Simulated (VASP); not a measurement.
# MnCl3 (Pm-3m) in VASP: notebook, part 2 of 2

VASP 6.6.1. The steps go on from the part before.

### 4 Single point, PBEsol, collinear spin, ferromagnetic start

INCAR

```
PREC     = Accurate       # precision mode
ENCUT    = 520            # plane-wave cutoff, eV
EDIFF    = 1E-6           # SCF threshold, eV
ISMEAR   = 0              # smearing method
SIGMA    = 0.05           # smearing width, eV
LREAL    = F              # projectors in reciprocal space
LASPH    = T              # aspherical terms in the spheres
NELM     = 150            # most SCF steps
ALGO     = Normal         # electronic algorithm
ISIF     = 2              # what is computed and relaxed
LWAVE    = F              # write WAVECAR
LCHARG   = F              # write CHGCAR
ISPIN    = 2              # spin polarisation
MAGMOM   = 3.85 0 0 0     # initial moments
LORBIT   = 11             # projections on sites
LMAXMIX  = 4              # l up to which the mixer works
GGA      = PS             # functional
NBANDS   = 29             # bands
```

KPOINTS

```
Automatic mesh
0
Gamma
  6 6 6
```

POSCAR

```
MnCl3
1.0
    4.6628782148      0.0000000000      0.0000000000
    0.0000000000      4.6628782148      0.0000000000
    0.0000000000      0.0000000000      4.6628782148
Mn Cl
1 3
Direct
    0.0000000000      0.0000000000      0.0000000000
    0.5000000000      0.0000000000      0.0000000000
    0.0000000000      0.0000000000      0.5000000000
    0.0000000000      0.5000000000      0.0000000000
```

On the command line:

```sh
> cat potpaw_PBE.64/Mn_pv/POTCAR potpaw_PBE.64/Cl/POTCAR > POTCAR
> mpirun -np 1 vasp_std > vasp.out
```

Wall time 44 s (1 thread of Intel Xeon Platinum 8559C (Emerald Rapids), shared host); peak memory 0.27 GiB.

Results (log left out):

* Free energy: -18.8131 eV
* Pressure: 0.0 GPa
* Band gap on the k mesh: zero (filled and empty bands overlap)
* Net moment: 4.01 μB per cell
* Site moments: Mn +3.64; Cl +0.04 μB
* Valence electrons inside the program's atomic spheres: Mn 11.40; Cl 5.09

Levels at points of the mesh, in eV from the Fermi level:
Spin up:
```
           k point  band 16  band 17  band 18  band 19  band 20  band 21  band 22  band 23
(0.00, 0.00, 0.00)    -1.19    -1.19    -0.89    -0.89    -0.89     4.34     6.35     9.39
(0.50, 0.00, 0.00)    -1.00    -1.00    -0.61    -0.61    -0.15     7.65     8.43     8.50
(0.50, 0.50, 0.00)    -0.95    -0.59    -0.59    -0.20     2.12     8.70     8.70     9.02
(0.50, 0.50, 0.50)    -0.19    -0.19    -0.19     2.13     2.13     6.99     7.47     7.47
```
Spin down:
```csv
k point,band 11,band 12,band 13,band 14,band 15,band 16,band 17,band 18,band 19,band 20
"(0.00, 0.00, 0.00)",-1.06,-1.06,-0.81,-0.81,-0.81,0.93,0.93,0.93,1.31,1.31
"(0.50, 0.00, 0.00)",-2.05,-2.05,-1.29,-0.90,-0.90,0.95,1.32,2.00,2.00,2.35
"(0.50, 0.50, 0.00)",-2.01,-2.01,-1.68,-1.68,-0.06,1.70,2.00,2.00,2.23,4.28
"(0.50, 0.50, 0.50)",-3.36,-3.36,-0.05,-0.05,-0.05,2.24,2.24,2.24,4.29,4.29
```

Caveat: the PAW data sets were made with another functional, which shifts forces and pressure a little; a cell with one magnetic atom can't hold antiferromagnetic order, which such compounds often take; semilocal functionals often make such compounds metallic where correlation or magnetic order opens a gap, which also shifts bond lengths.

### 5 Single point, PBEsol, collinear spin, ferromagnetic start (volume scaled by 1.020)

INCAR

```
SYSTEM = MnCl3
PREC = Accurate ; ENCUT = 520
EDIFF = 1E-7 ; ISMEAR = 0
SIGMA = 0.05 ; LREAL = .FALSE.
LASPH = .TRUE. ; NELM = 150
ALGO = Normal ; ISIF = 2
LWAVE = .FALSE. ; LCHARG = .FALSE.
ISPIN = 2 ; MAGMOM = 3.83 0 0 0
LORBIT = 11 ; LMAXMIX = 4
GGA = PS ; NBANDS = 29
```

KPOINTS

```
Automatic mesh
0
G
  6 6 6
  0 0 0
```

POSCAR

```
MnCl3
1.0
    4.6937591029      0.0000000000      0.0000000000
    0.0000000000      4.6937591029      0.0000000000
    0.0000000000      0.0000000000      4.6937591029
Mn Cl
1 3
Direct
    0.0000000000      0.0000000000      0.0000000000
    0.5000000000      0.0000000000      0.0000000000
    0.0000000000      0.0000000000      0.5000000000
    0.0000000000      0.5000000000      0.0000000000
```

Potentials or basis: VASP PAW PBE potentials, release 64 (Mn_pv, Cl).

On the command line:

```sh
> cat potpaw_PBE.64/Mn_pv/POTCAR potpaw_PBE.64/Cl/POTCAR > POTCAR
> mpirun -np 1 vasp_std > vasp.out
```

OUTCAR:

```text
SYSTEM = MnCl3
   PREC = Accurate
   ENCUT = 520
   EDIFF = 1E-7
   ISMEAR = 0
   LREAL = .FALSE.
   LASPH = .TRUE.
   NELM = 150
   ISIF = 2
   ISPIN = 2
   LORBIT = 11
   GGA = PS

 ion  position               nearest neighbor table
   1  0.000  0.000  0.000-   2 2.35   3 2.35   4 2.35   3 2.35   4 2.35   2 2.35
   2  0.500  0.000  0.000-   1 2.35   1 2.35
   3  0.000  0.000  0.500-   1 2.35   1 2.35
   4  0.000  0.500  0.000-   1 2.35   1 2.35

  LATTYP: Found a simple cubic cell.
 ALAT       =     4.6937591029

[... 1498 lines left out ...]
  energy-cutoff  :      520.00
  volume of cell :      103.41
      direct lattice vectors                 reciprocal lattice vectors
     4.693759103  0.000000000  0.000000000     0.213048854  0.000000000  0.000000000
     0.000000000  4.693759103  0.000000000     0.000000000  0.213048854  0.000000000
     0.000000000  0.000000000  4.693759103     0.000000000  0.000000000  0.213048854

 POSITION                                       TOTAL-FORCE (eV/Angst)
 -----------------------------------------------------------------------------------
      0.00000      0.00000      0.00000         0.000000      0.000000      0.000000
      2.34688      0.00000      0.00000         0.000000      0.000000      0.000000
      0.00000      0.00000      2.34688         0.000000      0.000000      0.000000
      0.00000      2.34688      0.00000         0.000000      0.000000      0.000000
 -----------------------------------------------------------------------------------
    total drift:                               -0.000000     -0.000000     -0.000000

  FREE ENERGIE OF THE ION-ELECTRON SYSTEM (eV)
  ---------------------------------------------------
  free  energy   TOTEN  =       -18.8079150895 eV

  energy  without entropy=      -18.8058404610  energy(sigma->0) =      -18.80687778

 total charge

# of ion       s       p       d       tot
------------------------------------------
    1        0.250   6.242   4.883  11.375
    2        1.589   3.491   0.000   5.080
    3        1.589   3.491   0.000   5.080
    4        1.589   3.491   0.000   5.080
--------------------------------------------------
tot          5.018  16.715   4.883  26.616

 magnetization (x)

# of ion       s       p       d       tot
------------------------------------------
    1        0.028   0.027   3.609   3.665
    2        0.008   0.033   0.000   0.041
    3        0.008   0.033   0.000   0.041
    4        0.008   0.033   0.000   0.041
--------------------------------------------------
tot          0.053   0.125   3.609   3.788
```

OSZICAR:

```text
N       E                     dE             d eps       ncg     rms          rms(c)
DAV:   1     0.273745796603E+03    0.27375E+03   -0.16916E+04  2584   0.107E+03
DAV:   2     0.308419380685E+01   -0.27066E+03   -0.25195E+03  2550   0.277E+02
[... 11 lines left out ...]
DAV:  14    -0.188079116644E+02   -0.24359E-05   -0.18761E-05  2675   0.352E-02    0.694E-02
DAV:  15    -0.188079160193E+02   -0.43549E-05   -0.24575E-05  2605   0.337E-02    0.202E-02
DAV:  16    -0.188079153147E+02    0.70455E-06   -0.46374E-06  2625   0.280E-02    0.543E-03
DAV:  17    -0.188079154824E+02   -0.16771E-06   -0.88727E-07  2675   0.887E-03    0.662E-03
DAV:  18    -0.188079151522E+02    0.33027E-06   -0.39606E-07  2566   0.804E-03    0.208E-03
DAV:  19    -0.188079150895E+02    0.62667E-07   -0.82158E-08  2058   0.269E-03
   1 F= -.18807915E+02 E0= -.18806878E+02  d E =-.207463E-02  mag=     4.0321
```

Run time: 51 s. Hardware: 1 thread of Intel Xeon Platinum 8559C (Emerald Rapids), shared host; peak memory 0.27 GiB.

What came out:

```yaml
Free_energy: -18.8079 eV
Pressure: -0.9 GPa
Band_gap_on_the_k_mesh: zero (filled and empty bands overlap)
Net_moment: 4.03 μB per cell
Site_moments: Mn +3.67; Cl +0.04 μB
Valence_electrons_inside_the_program's_atomic_spheres: Mn 11.38; Cl 5.08
```

Caveat: the PAW data sets were made with another functional, which shifts forces and pressure a little; a cell with one magnetic atom can't hold antiferromagnetic order, which such compounds often take; semilocal functionals often make such compounds metallic where correlation or magnetic order opens a gap, which also shifts bond lengths.

### 6 The runs side by side

| cell | gap on the mesh (eV) | pressure (GPa) | moment (μB) |
| --- | --- | --- | --- |
| a = 4.663 Å, 4 atoms | none | 0.0 | 4.01 |
| a = 4.910 Å, 4 atoms | none | -5.3 | 4.09 |
| a = 4.694 Å, 4 atoms | none | -0.9 | 4.03 |

Alike in all rows: task single point; level PBEsol; potentials or basis VASP PAW PBE potentials, release 64 (Mn_pv, Cl); spin collinear, ferromagnetic start; k mesh 6 × 6 × 6; cutoff (eV) 520; smearing gaussian 0.05 eV.

Caveats: the PAW data sets were made with another functional, which shifts forces and pressure a little; a cell with one magnetic atom can't hold antiferromagnetic order, which such compounds often take; semilocal functionals often make such compounds metallic where correlation or magnetic order opens a gap, which also shifts bond lengths.

Total energies depend on the potentials used, so only differences within one code and one set of settings carry meaning.
